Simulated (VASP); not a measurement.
# HC18N: single point with PBEsol

System: HC18N, a slab with vacuum.

```
CELL_PARAMETERS angstrom
7.39800 0.00000 0.00000
-3.69900 6.40686 0.00000
0.00000 0.00000 12.00000
ATOMIC_POSITIONS crystal
C 0.00511 0.99665 0.08238
C 0.22405 0.10919 0.06996
C 0.00957 0.33558 0.07617
C 0.22573 0.44467 0.06564
C 0.00356 0.66749 0.08915
C 0.22240 0.77660 0.08003
C 0.33419 0.99844 0.07265
C 0.55480 0.11236 0.07848
C 0.33582 0.33139 0.06713
C 0.55571 0.44263 0.07380
C 0.33665 0.66640 0.07484
C 0.55458 0.77297 0.08675
C 0.66062 0.99773 0.11199
C 0.90443 0.11819 0.10441
C 0.66290 0.32889 0.07781
C 0.89042 0.44037 0.10134
C 0.66681 0.66533 0.08413
C 0.89176 0.77735 0.08734
N 0.78899 0.07581 0.20849
H 0.86542 0.36936 0.19462
```

```json
{
 "Program": "VASP 6.6.1",
 "Task": "single point",
 "Functional": "PBEsol",
 "Potentials or basis": "VASP PAW PBE potentials, release 64 (C, N, H)",
 "Cutoff": "520 eV",
 "k mesh": "2 × 2 × 1",
 "Occupations": "gaussian, width 0.05 eV",
 "Spin": "no spin polarisation"
}
```

```
Largest force          : 0.201 eV/Å
Band gap on the k mesh : 0.32 eV
```

Forces in eV/Å, atoms in the order of the input:
```
C   -0.006 -0.002 -0.009
C   -0.006  0.001  0.007
C   -0.004 -0.003 -0.033
C    0.001  0.008 -0.013
C   -0.001 -0.012 -0.010
C    0.004 -0.004  0.000
C    0.008 -0.007 -0.002
C    0.009 -0.011 -0.001
C    0.006  0.001  0.002
C   -0.009  0.006 -0.004
C    0.001  0.003 -0.004
C   -0.005  0.019  0.014
C   -0.063 -0.047 -0.042
C    0.058  0.019 -0.065
C    0.013  0.010 -0.007
C   -0.011  0.010 -0.021
C    0.001 -0.001  0.000
C   -0.013  0.006 -0.016
N    0.011  0.043  0.196
H    0.008 -0.038  0.006
```

Levels at points of the mesh, in eV from the valence-band top:
| k point | band 35 | band 36 | band 37 | band 38 | band 39 | band 40 | band 41 | band 42 | band 43 | band 44 |
| --- | --- | --- | --- | --- | --- | --- | --- | --- | --- | --- |
| (0.00, 0.00, 0.00) | -2.76 | -2.71 | -1.14 | -0.25 | 0.00 | 0.32 | 1.53 | 2.73 | 3.96 | 4.16 |
| (0.50, 0.00, 0.00) | -2.36 | -2.24 | -1.94 | -0.62 | -0.05 | 0.76 | 1.56 | 2.55 | 3.07 | 4.00 |
| (0.00, 0.50, 0.00) | -2.43 | -2.22 | -2.14 | -1.40 | -0.22 | 1.12 | 2.42 | 2.75 | 2.88 | 3.08 |
| (0.50, 0.50, 0.00) | -2.45 | -2.20 | -1.91 | -1.11 | -0.32 | 0.98 | 2.09 | 2.61 | 2.79 | 4.14 |

It took 4.8 min on 1 thread of Intel(R) Xeon(R) Platinum 8259CL CPU @ 2.50GHz (Skylake/Cascade Lake), with other jobs on the host, peak memory 0.6 GiB.

Caveat: the k points lie up to 0.49 Å⁻¹ apart; the PAW data sets were made with another functional, which shifts forces and pressure a little.
